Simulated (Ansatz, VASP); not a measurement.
**SnO in VASP and in Ansatz**

Contents of INCAR:

```
PREC = Accurate
ENCUT = 520
EDIFF = 1E-6
ISMEAR = 0
SIGMA = 0.01
LREAL = False
LASPH = True
NELM = 100
ALGO = Normal
ISIF = 2
LWAVE = False
LCHARG = False
GGA = PE
NBANDS = 28
```

Contents of KPOINTS:

```
regular mesh
0
Gamma
  6 6 4
```

POSCAR

```
SnO
1.0
    4.1745673351      0.0000000000      0.0000000000
   -2.0872836675      3.6152813620      0.0000000000
    0.0000000000      0.0000000000      5.2308963918
Sn O
2 2
Direct
    0.3333333333      0.6666666667      0.2500000000
    0.6666666667      0.3333333333      0.7500000000
    0.6666666667      0.3333333333      0.2500000000
    0.3333333333      0.6666666667      0.7500000000
```

Input for Ansatz:

```yaml
crystal:
  lattice:
    - [4.1745673351, 0.0, 0.0]
    - [-2.0872836675, 3.615281362, 0.0]
    - [0.0, 0.0, 5.2308963918]
  atoms:
    - { symbol: Sn, position: [0.3333333333, 0.6666666667, 0.25] }
    - { symbol: Sn, position: [0.6666666667, 0.3333333333, 0.75] }
    - { symbol: O, position: [0.6666666667, 0.3333333333, 0.25] }
    - { symbol: O, position: [0.3333333333, 0.6666666667, 0.75] }
kpoints:
  mp_grid: { grid: [6, 6, 4] }
hamiltonian:
  xc: pbe
scf:
  occupations: { method: fixed }
  n_extra_bands: 5
output:
  forces: true
  stress: true
  eigenvalues: true
```

Alike in both runs: task single point; functional PBE; k mesh 6 × 6 × 4; no spin polarisation.

|  | VASP | Ansatz |
| --- | --- | --- |
| version | VASP 6.6.1 | Ansatz 0.2.0 |
| potentials or method | VASP PAW PBE potentials, release 64 (Sn_d, O) | plane waves, PAW |
| plane-wave cutoff (eV) | 520 | 420 |
| occupations | gaussian, width 0.01 eV | fixed |
| valence electrons in the cell | 40 | 40 |

|  | VASP | Ansatz | Ansatz less VASP |
| --- | --- | --- | --- |
| gap on the k mesh at the Fermi level (eV) | 0.48 | 0.48 | +0.003 |
| pressure (GPa) | -0.1 | -0.1 | +0.01 |
| traceless stress, the component that is largest in VASP (GPa) | 0.05 | 0.07 | +0.025 |
